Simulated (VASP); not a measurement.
Input of a VASP 6.6.1 run:

The input INCAR:

```
  PREC = Accurate
  ENCUT = 520
  EDIFF = 1E-7
  ISMEAR = 0
  SIGMA = 0.01
  LREAL = F
  LASPH = T
  NELM = 80
  ALGO = Normal
  ISIF = 2
  LWAVE = F
  LCHARG = T
  GGA = PE
  LELF = T
  LVHAR = T
  NBANDS = 11
```

Contents of KPOINTS:

```
Automatic mesh
0
Gamma
  6 6 6
```

File POSCAR:

```
MgS
1.0
    0.0000000000      2.6015177399      2.6015177399
    2.6015177399      0.0000000000      2.6015177399
    2.6015177399      2.6015177399      0.0000000000
Mg S
1 1
Direct
    0.0000000000      0.0000000000      0.0000000000
    0.5000000000      0.5000000000      0.5000000000
```

Potentials or basis: VASP PAW PBE potentials, release 64 (Mg, S).

The run is started by

```console
$ cat potpaw_PBE.64/Mg/POTCAR potpaw_PBE.64/S/POTCAR > POTCAR
$ mpirun -np 1 vasp_std > vasp.out
```

Task: What does it give for the band gap on the k mesh?

Result: 2.77 eV, indirect (least direct gap 3.71 eV).

Task: What does it give for the pressure?

Result: 0.9 GPa.

A k mesh can miss the band edges. PBE gaps usually lie below the measured ones, often by a third to a half.
